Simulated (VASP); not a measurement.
# ZrC4 (I4/m) in VASP: further runs

Runs on ZrC4. Level: PBE. Tasks: single point, relaxation of cell and atoms.

Program: VASP 6.6.1. These are calculated values, not measurements. Logs are shortened: lines on timing, memory, paths and dates and some standing lists are left out, and cuts for length are marked.

### 1 The cell of the first run

The structure is tetragonal, space group I4/m (No. 87). The conventional cell has a = 5.360 Å, b = 5.360 Å, c = 3.445 Å, α = 90.00°, β = 90.00°, γ = 90.00°. Zr (site symmetry 4/m) has 16 C at 2.35 to 3.15 Å within 3.2 Å. Within 1.9 Å of C (site symmetry m) lie 1 C at 1.44 Å.

The cell was built from a structure type or drawn by symmetry, and may not be a known phase.

### 2 Single point, PBE

Input file INCAR:

```
ALGO = Normal
EDIFF = 1E-7
ENCUT = 520
GGA = PE
ISIF = 2
ISMEAR = 0
LASPH = True
LCHARG = True
LELF = True
LREAL = False
LVHAR = True
LWAVE = False
NBANDS = 22
NELM = 60
PREC = Accurate
SIGMA = 0.1
```

Input file KPOINTS:

```
k-points
0
Gamma
  6 6 6
```

Input file POSCAR:

```
ZrC4
1.0
   -2.6800953926      2.6800953926      1.7223346960
    2.6800953926     -2.6800953926      1.7223346960
    2.6800953926      2.6800953926     -1.7223346960
Zr C
1 4
Direct
    0.0000000000      0.0000000000      0.0000000000
    0.5766546326      0.8895822309      0.4662368635
    0.8895822309      0.4233453674      0.3129275984
    0.1104177691      0.5766546326      0.6870724016
    0.4233453674      0.1104177691      0.5337631365
```

Potentials or basis: VASP PAW PBE potentials, release 64 (Zr_sv, C).

Started as:

```console
cat potpaw_PBE.64/Zr_sv/POTCAR potpaw_PBE.64/C/POTCAR > POTCAR
mpirun -np 1 vasp_std > vasp.out
```

OUTCAR:

```text
EDIFF = 1E-7
   ENCUT = 520
   GGA = PE
   ISIF = 2
   ISMEAR = 0
   LASPH = True
   LREAL = False
   NELM = 60
   PREC = Accurate

 ion  position               nearest neighbor table
   1  0.000  0.000  0.000-   5 2.35   2 2.35   4 2.35   3 2.35   2 2.74   5 2.74   2 2.74   5 2.74
                             4 2.74   3 2.74   4 2.74   3 2.74
   2  0.577  0.890  0.466-   5 1.44   4 2.00   3 2.00   4 2.00   3 2.00   1 2.35   1 2.74   1 2.74

   3  0.890  0.423  0.313-   4 1.44   5 2.00   2 2.00   5 2.00   2 2.00   1 2.35   1 2.74   1 2.74

   4  0.110  0.577  0.687-   3 1.44   2 2.00   5 2.00   2 2.00   5 2.00   1 2.35   1 2.74   1 2.74

   5  0.423  0.110  0.534-   2 1.44   3 2.00   4 2.00   3 2.00   4 2.00   1 2.35   1 2.74   1 2.74

  LATTYP: Found a body centered tetragonal cell.
 ALAT       =     5.3601907852
 C/A-ratio  =     0.6426393257

  Lattice vectors:

 A1 = (  -2.6800953926,   2.6800953926,   1.7223346960)
 A2 = (   2.6800953926,  -2.6800953926,   1.7223346960)
 A3 = (   2.6800953926,   2.6800953926,  -1.7223346960)

Analysis of symmetry for initial positions (statically):
=====================================================================
 Subroutine PRICEL returns:
 Original cell was already a primitive cell.

 Routine SETGRP: Setting up the symmetry group for a
 body centered tetragonal supercell.

 Subroutine GETGRP returns: Found  8 space group operations
 (whereof  8 operations were pure point group operations)
 out of a pool of 16 trial point group operations.

The static configuration has the point symmetry C_4h.

Analysis of symmetry for dynamics (positions and initial velocities):
=====================================================================
 Subroutine PRICEL returns:
 Original cell was already a primitive cell.

 Routine SETGRP: Setting up the symmetry group for a
 body centered tetragonal supercell.

 Subroutine GETGRP returns: Found  8 space group operations
 (whereof  8 operations were pure point group operations)
 out of a pool of 16 trial point group operations.

The dynamic configuration has the point symmetry C_4h.

 Subroutine INISYM returns: Found  8 space group operations
 (whereof  8 operations are pure point group operations),
 and found     1 'primitive' translations

----------------------------------------------------------------------------------------

                                     Primitive cell

  volume of cell :      49.4855

  direct lattice vectors                    reciprocal lattice vectors
    -2.680095393  2.680095393  1.722334696     0.000000000  0.186560524  0.290303622
     2.680095393 -2.680095393  1.722334696     0.186560524  0.000000000  0.290303622
     2.680095393  2.680095393 -1.722334696     0.186560524  0.186560524  0.000000000

  length of vectors
     4.163203026  4.163203026  4.163203026     0.345081181  0.345081181  0.263836423

  position of ions in fractional coordinates (direct lattice)
     0.000000000  0.000000000  0.000000000
     0.576654633  0.889582231  0.466236864
     0.889582231  0.423345367  0.312927598
     0.110417769  0.576654633  0.687072402
     0.423345367  0.110417769  0.533763136

  ion indices of the primitive-cell ions
   primitive index   ion index
                 1           1
                 2           2
                 3           3
                 4           4
                 5           5

----------------------------------------------------------------------------------------

 KPOINTS: k-points

Automatic generation of k-mesh.
 Grid dimensions read from file:
 generate k-points for:    6    6    6

 Generating k-lattice:

  Cartesian coordinates                     Fractional coordinates (reciprocal lattice)
     0.000000000  0.031093421  0.048383937     0.166666667  0.000000000  0.000000000
     0.031093421  0.000000000  0.048383937     0.000000000  0.166666667  0.000000000
     0.031093421  0.031093421  0.000000000     0.000000000  0.000000000  0.166666667

  Length of vectors
     0.057513530  0.057513530  0.043972737

  Shift w.r.t. Gamma in fractional coordinates (k-lattice)
     0.000000000  0.000000000  0.000000000

 Subroutine IBZKPT returns following result:
 ===========================================

 Found     36 irreducible k-points:

 Following reciprocal coordinates:
            Coordinates               Weight
  0.000000  0.000000  0.000000      1.000000
  0.166667  0.000000 -0.000000      8.000000
  0.333333  0.000000 -0.000000      8.000000
  0.500000 -0.000000  0.000000      4.000000
  0.166667  0.166667  0.000000      8.000000
  0.333333  0.166667  0.000000      8.000000
[... 16 lines left out ...]
 -0.333333  0.333333 -0.166667      4.000000
 -0.166667  0.333333  0.166667      8.000000
 [... further k-points ...]
   k-points           NKPTS =     36   k-points in BZ     NKDIM =     36   number of bands    NBANDS=     22
   number of dos      NEDOS =    301   number of ions     NIONS =      5
   total plane-waves  NPLWV =  32768
   dimension x,y,z NGX =    32 NGY =   32 NGZ =   32
   dimension x,y,z NGXF=    64 NGYF=   64 NGZF=   64
   ions per type =               1   4
   NGX,Y,Z   is equivalent  to a cutoff of  12.78, 12.78, 12.78 a.u.
   NGXF,Y,Z  is equivalent  to a cutoff of  25.56, 25.56, 25.56 a.u.
 SYSTEM =  unknown system
   PREC   = accura    normal or accurate (medium, high low for compatibility)
   ISTART =      0    job   : 0-new  1-cont  2-samecut
   ICHARG =      2    charge: 1-file 2-atom 10-const
   ISPIN  =      1    spin polarized calculation?
   LNONCOLLINEAR =      F non collinear calculations
   LSORBIT =      F    spin-orbit coupling
   LASPH  =      T    aspherical Exc in radial PAW
   ENCUT  =  520.0 eV  38.22 Ry    6.18 a.u.   7.74  7.74  7.74*2*pi/ulx,y,z
   NELM   =     60;   NELMIN=  2; NELMDL= -5     # of ELM steps
   EDIFF  = 0.1E-06   stopping-criterion for ELM
   LREAL  =      F    real-space projection
   EDIFFG = 0.1E-05   stopping-criterion for IOM
   NSW    =      0    number of steps for IOM
   IBRION =     -1    ionic relax: 0-MD 1-quasi-New 2-CG
   NFREE  =      0    steps in history (QN), initial steepest desc. (CG)
   ISIF   =      2    stress and relaxation
   ISYM   =      2    0-nonsym 1-usesym 2-fastsym
   POTIM  = 0.5000    time-step for ionic-motion
   TEBEG  =    0.0;   TEEND  =   0.0 temperature during run
   PSTRESS=    0.0 pullay stress
   NELECT =      28.0000    total number of electrons
   NUPDOWN=      -1.0000    fix difference up-down
   EMIN   =  10.00;   EMAX   =-10.00  energy-range for DOS
   EFERMI =   0.00;   METHOD = LEGACY
   ISMEAR =     0;   SIGMA  =   0.10  broadening in eV -4-tet -1-fermi 0-gaus
   EFERMI_NEDOS =   21; number of points for ismear=-14 and -15
   IALGO  =     38    algorithm
   IMIX   =      4    mixing-type and parameters
     AMIX     =   0.40;   BMIX     =  1.00
     AMIX_MAG =   1.60;   BMIX_MAG =  1.00
  volume/ion in A,a.u.               =       9.90        66.79
  Fermi-wavevector in a.u.,A,eV,Ry     =   1.354050  2.558784 24.945635  1.833452
  Thomas-Fermi vector in A             =   2.481254
   LORBIT       =      0    0 simple, 1 ext, 2 COOP (PROOUT), +10 PAW based schemes
   GGA     = PE    functional components
   LHFCALC =     F    Hartree Fock is set to
   AEXX    =    0.0000 exact exchange contribution
   IVDW    =     0    specifies the selected vdW correction
   LEPSILON=     F    determine dielectric tensor
   LRPA    =     F    only Hartree local field effects (RPA)
 non-spin polarized calculation
 Gauss-broadening in eV      SIGMA  =   0.10
  energy-cutoff  :      520.00
  volume of cell :       49.49
 maximum number of plane-waves:      1348
   NGX = 15   NGY = 15   NGZ = 15

 number of electron      27.9999998 magnetization

 Free energy of the ion-electron system (eV)
  ---------------------------------------------------
  ext. energy  EPLUGINS =         0.00000000
  ---------------------------------------------------
  free energy    TOTEN  =       -37.22542718 eV

  energy without entropy =      -37.21532503  energy(sigma->0) =      -37.22037611

 E-fermi :   8.4352     XC(G=0): -11.9510

 val. band max:        8.4153724841   @ k =  -0.3333   0.1667   0.0000
 cond. band min:       8.4369911761   @ k =  -0.1667   0.1667   0.1667
 fundamental gap:      0.0216186919
 Fermi energy:         8.4351560689

 k-point     1 :       0.0000    0.0000    0.0000
  band No.  band energies     occupation
      1     -41.0658      2.00000
      2     -19.0731      2.00000
      3     -19.0731      2.00000
      4     -18.9346      2.00000
      5     -10.2264      2.00000
      6      -0.5374      2.00000
[... 14 lines left out ...]
     21      15.8700      0.00000
     22      16.1985      0.00000

 k-point     2 :       0.1667    0.0000   -0.0000
  band No.  band energies     occupation
      1     -41.0603      2.00000
      2     -19.0792      2.00000
      3     -19.0743      2.00000
      4     -19.0022      2.00000
      5      -9.8812      2.00000
      6      -3.0140      2.00000
[... 14 lines left out ...]
     21      15.0874      0.00000
     22      15.6746      0.00000

 k-point     3 :       0.3333    0.0000   -0.0000
  band No.  band energies     occupation
      1     -41.0492      2.00000
      2     -19.1490      2.00000
      3     -19.0765      2.00000
      4     -19.0740      2.00000
      5      -8.9176      2.00000
      6      -5.4694      2.00000
[... 14 lines left out ...]
     21      14.1555      0.00000
     22      15.2619      0.00000

 k-point     4 :       0.5000   -0.0000    0.0000
  band No.  band energies     occupation
      1     -41.0436      2.00000
      2     -19.2126      2.00000
      3     -19.0786      2.00000
      4     -19.0776      2.00000
      5      -7.5543      2.00000
      6      -7.3203      2.00000
[... 14 lines left out ...]
     21      14.9524      0.00000
     22      15.5302      0.00000

 k-point     5 :       0.1667    0.1667    0.0000
  band No.  band energies     occupation
      1     -41.0496      2.00000
      2     -19.1430      2.00000
      3     -19.0767      2.00000
      4     -19.0663      2.00000
      5      -8.9869      2.00000
      6      -5.4414      2.00000
[... 14 lines left out ...]
     21      14.4884      0.00000
     22      14.9417      0.00000

 k-point     6 :       0.3333    0.1667    0.0000
  band No.  band energies     occupation
      1     -41.0436      2.00000
      2     -19.2090      2.00000
      3     -19.0817      2.00000
      4     -19.0782      2.00000
      5      -7.5327      2.00000
      6      -7.3419      2.00000
[... 14 lines left out ...]
     21      14.7373      0.00000
     22      15.7153      0.00000

 k-point     7 :      -0.1667   -0.3333    0.0000
  band No.  band energies     occupation
      1     -41.0436      2.00000
      2     -19.2090      2.00000
      3     -19.0820      2.00000
      4     -19.0780      2.00000
      5      -7.5329      2.00000
      6      -7.3417      2.00000
[... 324 lines left out ...]
      6      -0.6577      2.00000
[... 14 lines left out ...]
     21      14.8833      0.00000
     22      15.2345      0.00000

 k-point    21 :       0.3333    0.3333    0.1667
  band No.  band energies     occupation
      1     -41.0482      2.00000
      2     -19.1384      2.00000
      3     -19.1313      2.00000
      4     -19.0648      2.00000
      5      -8.6820      2.00000
      6      -5.4964      2.00000
[... 14 lines left out ...]
     21      14.2841      0.00000
     22      15.0196      0.00000

 k-point    22 :      -0.3333    0.3333    0.1667
  band No.  band energies     occupation
      1     -41.0622      2.00000
      2     -19.1557      2.00000
      3     -19.0877      2.00000
      4     -18.9446      2.00000
      5      -9.8476      2.00000
      6      -1.2999      2.00000
[... 14 lines left out ...]
     21      13.8678      0.00000
     22      15.2006      0.00000

 k-point    23 :      -0.3333    0.3333   -0.1667
  band No.  band energies     occupation
      1     -41.0622      2.00000
      2     -19.1556      2.00000
      3     -19.0878      2.00000
      4     -18.9446      2.00000
      5      -9.8472      2.00000
      6      -1.4176      2.00000
[... 14 lines left out ...]
     21      13.6749      0.00000
     22      15.4031      0.00000

 k-point    24 :      -0.1667    0.3333    0.1667
  band No.  band energies     occupation
      1     -41.0576      2.00000
      2     -19.1210      2.00000
      3     -19.1036      2.00000
      4     -19.0074      2.00000
      5      -9.6134      2.00000
      6      -3.1323      2.00000
[... 14 lines left out ...]
     21      14.0396      0.00000
     22      15.2203      0.00000

 [... further k-points ...]

------------------------ aborting loop because EDIFF is reached ----------------------------------------

  FORCE on cell =-STRESS in cart. coord.  units (eV):
  Direction    XX          YY          ZZ          XY          YZ          ZX
  --------------------------------------------------------------------------------------
  -------------------------------------------------------------------------------------
  Total        0.1275703      0.1275703      0.0695522     -0.0000002      0.0000000      0.0000000
  in kB        4.1303050      4.1303050      2.2518703     -0.0000080      0.0000000      0.0000000
  external PRESSURE =       3.5041601 kB  Pullay stress =       0.0000000 kB

 VOLUME and BASIS-vectors are now :
 -----------------------------------------------------------------------------
  energy-cutoff  :      520.00
  volume of cell :       49.49
      direct lattice vectors                 reciprocal lattice vectors
    -2.680095393  2.680095393  1.722334696     0.000000000  0.186560524  0.290303622
     2.680095393 -2.680095393  1.722334696     0.186560524  0.000000000  0.290303622
     2.680095393  2.680095393 -1.722334696     0.186560524  0.186560524  0.000000000

 POSITION                                       TOTAL-FORCE (eV/Angst)
 -----------------------------------------------------------------------------------
      0.00000      0.00000      0.00000         0.000000      0.000000      0.000000
      2.08824      0.41088      1.72233        -0.040145      0.019142      0.000000
     -0.41088      2.08824      1.72233        -0.019142     -0.040145     -0.000000
      3.09098      0.59186      0.00000         0.019142      0.040145      0.000000
      0.59186      2.26921      0.00000         0.040145     -0.019142      0.000000
 -----------------------------------------------------------------------------------
    total drift:                                0.000000      0.000000      0.000000

  FREE ENERGIE OF THE ION-ELECTRON SYSTEM (eV)
  ---------------------------------------------------
  free  energy   TOTEN  =       -37.2254271844 eV

  energy  without entropy=      -37.2153250326  energy(sigma->0) =      -37.22037611
```

Run time: 94 s. Hardware: 1 thread of AMD EPYC 7R13, shared host; peak memory 0.16 GiB.

What came out:

| Item | Value |
| --- | --- |
| Free energy | -37.2254 eV |
| Pressure | 0.4 GPa |
| Largest force | 0.044 eV/Å |
| Band gap on the k mesh | zero (bands 14 and 15 overlap by 2.01 eV) |

Forces in eV/Å, atoms in the order of the input:
```
Zr   0.000  0.000  0.000
C   -0.040  0.019  0.000
C   -0.019 -0.040  0.000
C    0.019  0.040  0.000
C    0.040 -0.019  0.000
```

Stress tensor (GPa, compression positive):
```
0.41 0.00 0.00
0.00 0.41 0.00
0.00 0.00 0.23
```

Caveat: the k points lie up to 0.36 Å⁻¹ apart, too coarse for converged energies and pressures of a metal.

### 3 Relaxation of cell and atoms, PBE

This run uses another cell than the first one, of 12.03 Å³/atom.

Input file INCAR:

```
  ALGO = Normal
  EDIFF = 1E-6
  EDIFFG = -0.04
  ENCUT = 600
  GGA = PE
  IBRION = 2
  ISIF = 3
  ISMEAR = 0
  LASPH = True
  LCHARG = False
  LREAL = False
  LWAVE = False
  NELM = 60
  NSW = 90
  PREC = Accurate
  SIGMA = 0.1
```

KPOINTS is that of step 2.

Input file POSCAR:

```
ZrC4
1.0
   -2.8867735500      2.8867735500      1.8039429400
    2.8867735500     -2.8867735500      1.8039429400
    2.8867735500      2.8867735500     -1.8039429400
Zr C
1 4
Direct
    0.0000000000      0.0000000000      0.0000000000
    0.5981912200      0.8028434700      0.4010346800
    0.8028434700      0.4018087800      0.2046522500
    0.1971565300      0.5981912200      0.7953477500
    0.4018087800      0.1971565300      0.5989653200
```

Potentials or basis: VASP PAW PBE potentials, release 64 (Zr_sv, C).

Started as:

```console
cat potpaw_PBE.64/Zr_sv/POTCAR potpaw_PBE.64/C/POTCAR > POTCAR
mpirun -np 1 vasp_std > vasp.out
```

Wall time 47 min (1 thread of AMD EPYC 7R13, shared host); peak memory 0.23 GiB.

Results (log left out):

```
Free energy                           : -37.2471 eV
Relaxed volume                        : 9.94 Å³/atom
Relaxed cell                          : a = 4.169 Å, b = 4.169 Å, c = 4.169 Å, α = 99.87°, β = 99.87°, γ = 131.10°
Space group after relaxing (to 0.1 Å) : I4/m (No. 87)
Energy gained by relaxing             : 1157.6 meV/atom
Ionic steps                           : 40
Pressure after relaxing               : -0.3 GPa
Largest force after relaxing          : 0.031 eV/Å
Band gap on the k mesh                : zero (bands 14 and 15 overlap by 2.01 eV)
```

Forces on the atoms (eV/Å):
```
Zr   0.000  0.000  0.000
C   -0.006 -0.031  0.000
C    0.031 -0.006  0.000
C   -0.031  0.006  0.000
C    0.006  0.031  0.000
```

Stress tensor (GPa, compression positive):
```
-0.13  0.00  0.00
 0.00 -0.13  0.00
 0.00  0.00 -0.50
```

Step by step:
| step | energy change (eV) | largest force (eV/Å) | pressure (GPa) | volume (Å³) |
| --- | --- | --- | --- | --- |
| 1 | 0.0000 | 0.6578 | -27.49 | 60.13 |
| 2 | -1.3071 | 1.5954 | 17.48 | 43.90 |
| 3 | -1.4435 | 1.3318 | 2.15 | 46.95 |
| 4 | -1.9432 | 1.4043 | 3.42 | 45.64 |
| 5 | -2.7297 | 1.6318 | 10.93 | 42.33 |
| 6 | -3.0720 | 1.7478 | 2.94 | 43.42 |
| 7 | -3.3028 | 1.5930 | -2.65 | 44.81 |
| 8 | -3.2776 | 0.3186 | -1.17 | 47.56 |
| 9 | -3.4178 | 1.7174 | -3.89 | 45.64 |
| 10 | -3.7025 | 0.8571 | -2.61 | 46.03 |
| 11 | -3.9540 | 1.5684 | 3.50 | 46.37 |
| 12 | -4.0773 | 3.2312 | 17.39 | 47.04 |
| 13 | -4.2438 | 0.5570 | 8.46 | 46.65 |
| 14 | -4.2625 | 1.2544 | 12.40 | 46.85 |
| 15 | -4.2776 | 0.6088 | 10.64 | 46.77 |
| 16 | -4.3599 | 3.9574 | 12.12 | 48.11 |
| 17 | -4.4533 | 2.4343 | 10.67 | 47.54 |
| 18 | -4.8253 | 1.3008 | 1.26 | 48.69 |
| 19 | -5.0051 | 0.5696 | -10.32 | 50.72 |
| 20 | -5.0098 | 0.4342 | -9.22 | 50.48 |
| 21 | -5.1022 | 0.4747 | -5.91 | 49.60 |
| 22 | -5.2620 | 1.3207 | 8.60 | 46.96 |
| 23 | -4.4459 | 2.0660 | 49.63 | 41.66 |
| 24 | -5.2755 | 1.4977 | 12.62 | 46.38 |
| 25 | -5.3281 | 1.5258 | 14.27 | 46.24 |
| 26 | -5.4261 | 1.1830 | 18.62 | 45.80 |
| 27 | -5.4301 | 1.1001 | 20.34 | 45.63 |
| 28 | -5.5220 | 0.9453 | 17.32 | 46.19 |
| 29 | -5.6998 | 0.5159 | 9.09 | 47.87 |
| 30 | -5.6815 | 0.2121 | -3.68 | 51.32 |
| 31 | -5.7468 | 0.2184 | 2.34 | 49.52 |
| 32 | -5.7472 | 0.2358 | 2.89 | 49.37 |
| 33 | -5.7637 | 0.1758 | 1.59 | 49.50 |
| 34 | -5.7769 | 0.4900 | -1.09 | 49.78 |
| 35 | -5.7855 | 0.2324 | -0.64 | 49.76 |
| 36 | -5.7869 | 0.0820 | -0.34 | 49.74 |
| 37 | -5.7873 | 0.0485 | -0.03 | 49.70 |
| 38 | -5.7874 | 0.0539 | 0.12 | 49.68 |
| 39 | -5.7876 | 0.0457 | 0.03 | 49.68 |
| 40 | -5.7879 | 0.0315 | -0.25 | 49.70 |

Final structure:
```
Zr C
1.0
    -2.68342    2.68342    1.72555
     2.68342   -2.68342    1.72555
     2.68342    2.68342   -1.72555
Zr C
1 4
Direct
  0.00000 0.00000 0.00000
  0.57754 0.89035 0.46789
  0.89035 0.42246 0.31281
  0.10965 0.57754 0.68719
  0.42246 0.10965 0.53211
```

Levels at points of the mesh, in eV from the Fermi level:
| k point | band 11 | band 12 | band 13 | band 14 | band 15 | band 16 | band 17 | band 18 |
| --- | --- | --- | --- | --- | --- | --- | --- | --- |
| (0.00, 0.00, 0.00) | -5.52 | -1.98 | -1.13 | -1.13 | -1.06 | -0.94 | -0.94 | 4.35 |
| (0.50, 0.00, 0.00) | -3.71 | -2.42 | -1.25 | 0.95 | 1.45 | 1.73 | 2.26 | 3.25 |
| (0.50, 0.50, 0.00) | -3.32 | -1.67 | -1.08 | -0.08 | 0.73 | 1.99 | 2.24 | 2.24 |
| (0.50, 0.50, 0.50) | -3.05 | -1.61 | -0.01 | -0.01 | 0.58 | 0.58 | 1.94 | 2.70 |

Caveat: the volume moved by over 15 % at a fixed basis, so the end points are rough.

[end of part 1 of 2]
